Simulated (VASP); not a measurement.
# CuSi16 (a cell with a defect) in VASP: single point with PBEsol

Aim: the single point of CuSi16 (a cell with a defect) with PBEsol.

All numbers are computed with VASP 6.6.1; they aren't measurements. Logs are shortened: lines on timing, memory, paths and dates and some standing lists are left out, and cuts for length are marked.

**1. The cell of the first run**

The cell holds a defect, 17 atoms: a = 7.679 Å, b = 7.679 Å, c = 7.679 Å, α = 60.00°, β = 60.00°, γ = 60.00°.

**2. Single point, PBEsol**

File INCAR:

```
PREC = Accurate
ENCUT = 520
EDIFF = 1E-7
ISMEAR = 0
SIGMA = 0.02
LREAL = Auto
LASPH = True
NELM = 60
ALGO = Normal
ISIF = 2
LWAVE = False
LCHARG = False
GGA = PS
NELECT = 74.0
NBANDS = 52
```

File KPOINTS:

```
regular mesh
0
Gamma
  2 2 2
```

File POSCAR:

```
CuSi16
1.0
    0.0000000000      5.4300000000      5.4300000000
    5.4300000000      0.0000000000      5.4300000000
    5.4300000000      5.4300000000      0.0000000000
Si Cu
16 1
Direct
    0.0068371087      0.0010162983      0.0061805709
    0.1375314917      0.1274068140      0.1213300184
    0.0062651934     -0.0137766114      0.5108451197
    0.1302295580      0.1148313996      0.6319301105
    0.0110573665      0.5110302947     -0.0237446593
    0.1286053407      0.6284909761      0.1153462247
   -0.0119577348      0.4879453959      0.4915251381
    0.1179205341      0.6177746777      0.6041743094
    0.5089290976      0.0089088398      0.0156058932
    0.6343487109      0.1342755985      0.1360201657
    0.5028430018      0.0027630755      0.5100017495
    0.6235601289      0.1234385820      0.6413426335
    0.5011264273      0.5067741252      0.0061533149
    0.6275021179      0.6374890424      0.1213102210
    0.4863687845      0.5061663904      0.5107829650
    0.6149329650      0.6301440147      0.6318979742
    0.8490751381      0.3489139963      0.3409186004
```

Potentials or basis: VASP PAW PBE potentials, release 64 (Si, Cu).

Started as:

```
$ cat potpaw_PBE.64/Si/POTCAR potpaw_PBE.64/Cu/POTCAR > POTCAR
$ mpirun -np 1 vasp_std > vasp.out
```

OUTCAR:

```text
PREC = Accurate
   ENCUT = 520
   EDIFF = 1E-7
   ISMEAR = 0
   LREAL = Auto
   LASPH = True
   NELM = 60
   ISIF = 2
   GGA = PS
   NELECT = 74.0

 ion  position               nearest neighbor table
   1  0.007  0.001  0.006-   2 2.33  10 2.34   6 2.34   4 2.35
   2  0.138  0.127  0.121-   9 2.33   1 2.33   5 2.41   3 2.44  17 2.45
   3  0.006  0.986  0.511-   8 2.33   4 2.34  17 2.34  12 2.40   2 2.44
   4  0.130  0.115  0.632-  11 2.34   3 2.34   1 2.35   7 2.35
   5  0.011  0.511  0.976-   8 2.34   6 2.35  17 2.35  14 2.41   2 2.41
   6  0.129  0.628  0.115-  13 2.34   1 2.34   5 2.35   7 2.37
   7  0.988  0.488  0.492-   8 2.34  16 2.35   4 2.35   6 2.37  17 2.69
   8  0.118  0.618  0.604-  15 2.33   3 2.33   7 2.34   5 2.34
   9  0.509  0.009  0.016-  10 2.33   2 2.33  14 2.33  12 2.35
  10  0.634  0.134  0.136-   9 2.33   1 2.34  13 2.34  11 2.35
  11  0.503  0.003  0.510-  12 2.34   4 2.34  16 2.34  10 2.35
  12  0.624  0.123  0.641-  11 2.34   9 2.35   3 2.40  15 2.40  17 2.52
  13  0.501  0.507  0.006-  14 2.33  10 2.34   6 2.34  16 2.35
  14  0.628  0.637  0.121-   9 2.33  13 2.33   5 2.41  15 2.44  17 2.45
  15  0.486  0.506  0.511-   8 2.33  16 2.34  17 2.34  12 2.40  14 2.44
  16  0.615  0.630  0.632-  11 2.34  15 2.34  13 2.35   7 2.35
  17  0.849  0.349  0.341-   3 2.34  15 2.34   5 2.35   2 2.45  14 2.45  12 2.52   7 2.69

  LATTYP: Found a face centered cubic cell.
 ALAT       =    10.8600000000

  Lattice vectors:

 A1 = (   0.0000000000,   5.4300000000,   5.4300000000)
 A2 = (   5.4300000000,   0.0000000000,   5.4300000000)
 A3 = (   5.4300000000,   5.4300000000,   0.0000000000)

Analysis of symmetry for initial positions (statically):
=====================================================================
 Subroutine PRICEL returns:
 Original cell was already a primitive cell.

 Routine SETGRP: Setting up the symmetry group for a
 face centered cubic supercell.

 Subroutine GETGRP returns: Found  1 space group operations
 (whereof  1 operations were pure point group operations)
 out of a pool of 48 trial point group operations.

The static configuration has the point symmetry C_1 .

Analysis of symmetry for dynamics (positions and initial velocities):
=====================================================================
 Subroutine PRICEL returns:
 Original cell was already a primitive cell.

 Routine SETGRP: Setting up the symmetry group for a
 face centered cubic supercell.

 Subroutine GETGRP returns: Found  1 space group operations
 (whereof  1 operations were pure point group operations)
 out of a pool of 48 trial point group operations.

The dynamic configuration has the point symmetry C_1 .

 Subroutine INISYM returns: Found  1 space group operations
 (whereof  1 operations are pure point group operations),
 and found     1 'primitive' translations

----------------------------------------------------------------------------------------

                                     Primitive cell

  volume of cell :     320.2060

  direct lattice vectors                    reciprocal lattice vectors
     0.000000000  5.430000000  5.430000000    -0.092081031  0.092081031  0.092081031
     5.430000000  0.000000000  5.430000000     0.092081031 -0.092081031  0.092081031
     5.430000000  5.430000000  0.000000000     0.092081031  0.092081031 -0.092081031

  length of vectors
     7.679179644  7.679179644  7.679179644     0.159489025  0.159489025  0.159489025

  position of ions in fractional coordinates (direct lattice)
     0.006837109  0.001016298  0.006180571
     0.137531492  0.127406814  0.121330018
     0.006265193  0.986223389  0.510845120
     0.130229558  0.114831400  0.631930111
     0.011057366  0.511030295  0.976255341
     0.128605341  0.628490976  0.115346225
[... 9 lines left out ...]
     0.614932965  0.630144015  0.631897974
     0.849075138  0.348913996  0.340918600

  ion indices of the primitive-cell ions
   primitive index   ion index
                 1           1
                 2           2
                 3           3
                 4           4
                 5           5
                 6           6
[... 9 lines left out ...]
                16          16
                17          17

----------------------------------------------------------------------------------------

 KPOINTS: regular mesh

Automatic generation of k-mesh.
 Grid dimensions read from file:
 generate k-points for:    2    2    2

 Generating k-lattice:

  Cartesian coordinates                     Fractional coordinates (reciprocal lattice)
    -0.046040516  0.046040516  0.046040516     0.500000000  0.000000000  0.000000000
     0.046040516 -0.046040516  0.046040516     0.000000000  0.500000000  0.000000000
     0.046040516  0.046040516 -0.046040516     0.000000000  0.000000000  0.500000000

  Length of vectors
     0.079744512  0.079744512  0.079744512

  Shift w.r.t. Gamma in fractional coordinates (k-lattice)
     0.000000000  0.000000000  0.000000000

 Subroutine IBZKPT returns following result:
 ===========================================

 Found      8 irreducible k-points:

 Following reciprocal coordinates:
            Coordinates               Weight
  0.000000  0.000000  0.000000      1.000000
  0.500000  0.000000  0.000000      1.000000
  0.000000  0.500000  0.000000      1.000000
  0.000000  0.000000  0.500000      1.000000
  0.500000  0.500000  0.500000      1.000000
  0.500000  0.500000  0.000000      1.000000
  0.000000  0.500000  0.500000      1.000000
  0.500000  0.000000  0.500000      1.000000
   k-points           NKPTS =      8   k-points in BZ     NKDIM =      8   number of bands    NBANDS=     52
   number of dos      NEDOS =    301   number of ions     NIONS =     17
   total plane-waves  NPLWV = 216000
   dimension x,y,z NGX =    60 NGY =   60 NGZ =   60
   dimension x,y,z NGXF=   120 NGYF=  120 NGZF=  120
   ions per type =              16   1
   NGX,Y,Z   is equivalent  to a cutoff of  12.99, 12.99, 12.99 a.u.
   NGXF,Y,Z  is equivalent  to a cutoff of  25.98, 25.98, 25.98 a.u.
 SYSTEM =  unknown system
   PREC   = accura    normal or accurate (medium, high low for compatibility)
   ISTART =      0    job   : 0-new  1-cont  2-samecut
   ICHARG =      2    charge: 1-file 2-atom 10-const
   ISPIN  =      1    spin polarized calculation?
   LNONCOLLINEAR =      F non collinear calculations
   LSORBIT =      F    spin-orbit coupling
   LASPH  =      T    aspherical Exc in radial PAW
   ENCUT  =  520.0 eV  38.22 Ry    6.18 a.u.  14.28 14.28 14.28*2*pi/ulx,y,z
   NELM   =     60;   NELMIN=  2; NELMDL= -5     # of ELM steps
   EDIFF  = 0.1E-06   stopping-criterion for ELM
   LREAL  =      T    real-space projection
   EDIFFG = 0.1E-05   stopping-criterion for IOM
   NSW    =      0    number of steps for IOM
   IBRION =     -1    ionic relax: 0-MD 1-quasi-New 2-CG
   NFREE  =      0    steps in history (QN), initial steepest desc. (CG)
   ISIF   =      2    stress and relaxation
   ISYM   =      2    0-nonsym 1-usesym 2-fastsym
   POTIM  = 0.5000    time-step for ionic-motion
   TEBEG  =    0.0;   TEEND  =   0.0 temperature during run
   PSTRESS=    0.0 pullay stress
   NELECT =      74.0000    total number of electrons
   NUPDOWN=      -1.0000    fix difference up-down
   EMIN   =  10.00;   EMAX   =-10.00  energy-range for DOS
   EFERMI =   0.00;   METHOD = LEGACY
   ISMEAR =     0;   SIGMA  =   0.02  broadening in eV -4-tet -1-fermi 0-gaus
   EFERMI_NEDOS =   21; number of points for ismear=-14 and -15
   IALGO  =     38    algorithm
   IMIX   =      4    mixing-type and parameters
     AMIX     =   0.40;   BMIX     =  1.00
     AMIX_MAG =   1.60;   BMIX_MAG =  1.00
  volume/ion in A,a.u.               =      18.84       127.11
  Fermi-wavevector in a.u.,A,eV,Ry     =   1.004636  1.898488 13.732283  1.009294
  Thomas-Fermi vector in A             =   2.137265
   LORBIT       =      0    0 simple, 1 ext, 2 COOP (PROOUT), +10 PAW based schemes
   GGA     = PS    functional components
   LHFCALC =     F    Hartree Fock is set to
   AEXX    =    0.0000 exact exchange contribution
   IVDW    =     0    specifies the selected vdW correction
   LEPSILON=     F    determine dielectric tensor
   LRPA    =     F    only Hartree local field effects (RPA)
 non-spin polarized calculation
 Gauss-broadening in eV      SIGMA  =   0.02
  energy-cutoff  :      520.00
  volume of cell :      320.21
 maximum number of plane-waves:      8646
 NGX is ok and might be reduce to    60
   NGX = 29   NGY = 29   NGZ = 29

 number of electron      74.0000001 magnetization

 Free energy of the ion-electron system (eV)
  ---------------------------------------------------
  ext. energy  EPLUGINS =         0.00000000
  ---------------------------------------------------
  free energy    TOTEN  =      -100.08882679 eV

  energy without entropy =     -100.08882677  energy(sigma->0) =     -100.08882678

 E-fermi :   6.3577     XC(G=0):  -9.7573

 val. band max:        6.2889130332   @ k =   0.0000   0.0000   0.0000
 cond. band min:       6.4264537757   @ k =   0.0000   0.0000   0.0000
 fundamental gap:      0.1375407425
 Fermi energy:         6.3576834761

 k-point     1 :       0.0000    0.0000    0.0000
  band No.  band energies     occupation
      1      -5.9709      2.00000
      2      -3.5864      2.00000
      3      -3.5723      2.00000
      4      -3.5482      2.00000
      5      -3.5156      2.00000
      6      -2.0698      2.00000
[... 41 lines left out ...]
     48       8.3729      0.00000
     49       8.4680      0.00000

 k-point     2 :       0.5000    0.0000    0.0000
  band No.  band energies     occupation
      1      -5.2759      2.00000
      2      -5.0317      2.00000
      3      -3.3684      2.00000
      4      -3.3179      2.00000
      5      -3.2112      2.00000
      6      -3.0914      2.00000
[... 41 lines left out ...]
     48       9.7631      0.00000
     49       9.8761      0.00000

 k-point     3 :       0.0000    0.5000    0.0000
  band No.  band energies     occupation
      1      -5.2758      2.00000
      2      -5.0317      2.00000
      3      -3.3684      2.00000
      4      -3.3178      2.00000
      5      -3.2112      2.00000
      6      -3.0915      2.00000
[... 41 lines left out ...]
     48       9.7631      0.00000
     49       9.8761      0.00000

 k-point     4 :       0.0000    0.0000    0.5000
  band No.  band energies     occupation
      1      -5.2707      2.00000
      2      -5.0440      2.00000
      3      -3.3719      2.00000
      4      -3.2922      2.00000
      5      -3.2062      2.00000
      6      -3.0899      2.00000
[... 41 lines left out ...]
     48       9.7489      0.00000
     49       9.8252      0.00000

 k-point     5 :       0.5000    0.5000    0.5000
  band No.  band energies     occupation
      1      -5.3376      2.00000
      2      -4.9645      2.00000
      3      -3.3058      2.00000
      4      -3.2820      2.00000
      5      -3.2696      2.00000
      6      -3.1118      2.00000
[... 41 lines left out ...]
     48       9.7238      0.00000
     49       9.7521      0.00000

 k-point     6 :       0.5000    0.5000    0.0000
  band No.  band energies     occupation
      1      -5.0129      2.00000
      2      -4.7826      2.00000
      3      -3.9510      2.00000
      4      -3.8287      2.00000
      5      -3.8238      2.00000
      6      -3.7823      2.00000
[... 41 lines left out ...]
     48      10.3456      0.00000
     49      10.3469      0.00000

 k-point     7 :       0.0000    0.5000    0.5000
  band No.  band energies     occupation
      1      -5.0175      2.00000
      2      -4.7763      2.00000
      3      -3.9520      2.00000
      4      -3.8398      2.00000
      5      -3.8081      2.00000
      6      -3.7892      2.00000
[... 41 lines left out ...]
     48      10.3350      0.00000
     49      10.3499      0.00000

 k-point     8 :       0.5000    0.0000    0.5000
  band No.  band energies     occupation
      1      -5.0174      2.00000
      2      -4.7764      2.00000
      3      -3.9521      2.00000
      4      -3.8398      2.00000
      5      -3.8081      2.00000
      6      -3.7891      2.00000
[... 41 lines left out ...]
     48      10.3352      0.00000
     49      10.3498      0.00000
 [bands above 49 left out]

------------------------ aborting loop because EDIFF is reached ----------------------------------------

  FORCE on cell =-STRESS in cart. coord.  units (eV):
  Direction    XX          YY          ZZ          XY          YZ          ZX
  --------------------------------------------------------------------------------------
  -------------------------------------------------------------------------------------
  Total       -5.3259243     -5.3323133     -5.9608204     -0.7023186      0.1628632      0.1576126
  in kB      -26.6487038    -26.6806714    -29.8254590     -3.5141091      0.8148998      0.7886275
  external PRESSURE =     -27.7182781 kB  Pullay stress =       0.0000000 kB

 VOLUME and BASIS-vectors are now :
 -----------------------------------------------------------------------------
  energy-cutoff  :      520.00
  volume of cell :      320.21
      direct lattice vectors                 reciprocal lattice vectors
     0.000000000  5.430000000  5.430000000    -0.092081031  0.092081031  0.092081031
     5.430000000  0.000000000  5.430000000     0.092081031 -0.092081031  0.092081031
     5.430000000  5.430000000  0.000000000     0.092081031  0.092081031 -0.092081031

 POSITION                                       TOTAL-FORCE (eV/Angst)
 -----------------------------------------------------------------------------------
      0.03908      0.07069      0.04264         0.003963      0.004149      0.002513
      1.35064      1.40562      1.43861        -0.006303      0.005446     -0.001130
      8.12908      2.80791      5.38921        -0.007745      0.000898     -0.004853
      4.05491      4.13853      1.33068        -0.004754      0.001289     -0.006214
      8.07596      5.36111      2.83494        -0.005925     -0.004122      0.010573
      4.03904      1.32466      4.11103        -0.007270     -0.007596      0.003513
[... 9 lines left out ...]
      6.85289      6.77029      6.76077         0.001394     -0.004324     -0.006656
      3.74579      6.46167      6.50508         0.006891      0.006003     -0.002851
 -----------------------------------------------------------------------------------
    total drift:                               -0.003195     -0.004195      0.008585

  FREE ENERGIE OF THE ION-ELECTRON SYSTEM (eV)
  ---------------------------------------------------
  free  energy   TOTEN  =      -100.0888267937 eV

  energy  without entropy=     -100.0888267731  energy(sigma->0) =     -100.08882678
```

Run time: 3.8 min. Hardware: 1 thread of AMD EPYC 9R45 (Zen 5), shared host; peak memory 0.46 GiB.

What came out:

| Property | Result |
| --- | --- |
| Free energy | -100.0888 eV |
| Largest force | 0.013 eV/Å |

Forces in eV/Å, atoms in the order of the input:
```
Si   0.004  0.004  0.003
Si  -0.006  0.005 -0.001
Si  -0.008  0.001 -0.005
Si  -0.005  0.001 -0.006
Si  -0.006 -0.004  0.011
Si  -0.007 -0.008  0.004
Si   0.006  0.005  0.002
Si   0.006  0.006  0.001
Si  -0.002 -0.002 -0.002
Si  -0.004 -0.003 -0.002
Si   0.001  0.001  0.007
Si   0.001  0.002  0.002
Si   0.004  0.004  0.002
Si   0.005 -0.007 -0.001
Si   0.002 -0.007 -0.006
Si   0.001 -0.004 -0.007
Cu   0.007  0.006 -0.003
```

Levels at points of the mesh, in eV from the Fermi level:
| k point | band 33 | band 34 | band 35 | band 36 | band 37 | band 38 | band 39 | band 40 | band 41 | band 42 |
| --- | --- | --- | --- | --- | --- | --- | --- | --- | --- | --- |
| (0.00, 0.00, 0.00) | -1.10 | -1.04 | -0.69 | -0.20 | -0.07 | 0.07 | 0.26 | 0.48 | 0.50 | 0.58 |
| (0.50, 0.00, 0.00) | -2.04 | -0.96 | -0.91 | -0.86 | -0.76 | 0.47 | 1.02 | 1.14 | 1.21 | 1.34 |
| (0.00, 0.50, 0.00) | -2.04 | -0.96 | -0.91 | -0.86 | -0.76 | 0.47 | 1.02 | 1.14 | 1.21 | 1.34 |
| (0.00, 0.00, 0.50) | -2.06 | -0.94 | -0.90 | -0.90 | -0.81 | 0.42 | 1.05 | 1.12 | 1.22 | 1.32 |
| (0.50, 0.50, 0.50) | -2.17 | -0.91 | -0.89 | -0.65 | -0.52 | 0.45 | 0.89 | 1.25 | 1.29 | 1.47 |
| (0.50, 0.50, 0.00) | -1.88 | -1.52 | -1.51 | -1.42 | -1.15 | 0.59 | 0.88 | 1.85 | 1.97 | 2.09 |
| (0.00, 0.50, 0.50) | -1.85 | -1.53 | -1.48 | -1.44 | -1.12 | 0.58 | 0.88 | 1.84 | 1.98 | 2.10 |
| (0.50, 0.00, 0.50) | -1.85 | -1.53 | -1.49 | -1.44 | -1.12 | 0.58 | 0.88 | 1.84 | 1.98 | 2.10 |

Caveat: the k points lie up to 0.50 Å⁻¹ apart; the cell carries a net charge on a neutralising background, which shifts energy and pressure; the cell is charged against a uniform background, so pressure and absolute levels hang on convention; the PAW data sets were made with another functional, which shifts forces and pressure a little.
